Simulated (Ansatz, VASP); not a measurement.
# One calculation of ZnS, two programs

File INCAR:

```
SYSTEM = ZnS
ALGO     = Normal         ! electronic algorithm
EDIFF    = 1E-6           ! SCF threshold, eV
ENCUT    = 520            ! plane-wave cutoff, eV
GGA      = PS             ! functional
ISIF     = 2              ! what is computed and relaxed
ISMEAR   = -1             ! smearing method
LASPH    = .True.         ! aspherical terms in the spheres
LCHARG   = .False.        ! write CHGCAR
LREAL    = .False.        ! projectors in reciprocal space
LWAVE    = .False.        ! write WAVECAR
NBANDS   = 16             ! bands
NELM     = 60             ! most SCF steps
PREC     = Accurate       ! precision mode
SIGMA    = 0.01           ! smearing width, eV
```

KPOINTS

```
k-points
0
Gamma
  8 8 8
  0 0 0
```

POSCAR

```
ZnS
1.0
   -0.0540930000      2.6776035000      2.6776035000
    2.6776035000     -0.0540930000      2.6776035000
    2.6776035000      2.6776035000     -0.0540930000
Zn S
1 1
Direct
    0.0000000000      0.0000000000      0.0000000000
    0.7500000000      0.7500000000      0.7500000000
```

Input for Ansatz:

```yaml
crystal:
  lattice:
    - [-0.054093, 2.6776035, 2.6776035]
    - [2.6776035, -0.054093, 2.6776035]
    - [2.6776035, 2.6776035, -0.054093]
  atoms:
    - { symbol: Zn, position: [0.0, 0.0, 0.0] }
    - { symbol: S, position: [0.75, 0.75, 0.75] }
kpoints:
  mp_grid: { grid: [8, 8, 8] }
  band_path:
    path:
      - [0.0, 0.0, 0.0]
      - [0.5, 0.5, 0.5]
      - [0.2551801333, 0.5, 0.7448198667]
      - [-0.2551801333, 0.2551801333, 0.5]
      - [0.0, 0.0, 0.5]
      - [0.0, 0.0, 0.0]
      - [-0.3775900666, 0.0, 0.3775900666]
      - [0.0, 0.3775900666, 0.6224099334]
      - [0.0, 0.5, 0.5]
    npoints: 5
scf:
  occupations: { method: fermi_dirac, width: 0.01 }
hamiltonian:
  xc: pbesol
  pseudopotentials: { kind: all_electron, lapw: { basis_error: 0.00025 } }
output:
  forces: true
  stress: true
  eigenvalues: true
```

Change from the starting cell: equal xy, yz and zx shear strains of -2 %.

Alike in both runs: task single point; functional PBEsol; k mesh 8 × 8 × 8; occupations fermi-dirac, width 0.01 eV; no spin polarisation.

|  | VASP | Ansatz |
| --- | --- | --- |
| version | VASP 6.6.1 | Ansatz 0.2.0 |
| potentials or method | VASP PAW PBE potentials, release 64 (Zn, S), cutoff 520 eV | all-electron LAPW, scalar-relativistic |

|  | VASP | Ansatz | Ansatz less VASP |
| --- | --- | --- | --- |
| gap on the k mesh at the Fermi level (eV) | 1.89 | 1.89 | -0.001 |
| pressure (GPa) | -1.9 | -2.0 | -0.18 |
| traceless stress, the component that is largest in VASP (GPa) | 1.39 | 1.38 | -0.010 |
| rms of the force components (eV/Å) | 0.117 | 0.116 | -0.0016 |

VASP's potentials were made for PBE, not for PBEsol. Atom by atom the forces differ by 0.002 eV/Å (rms over components). Ansatz ran all-electron here, and VASP with PAW potentials.
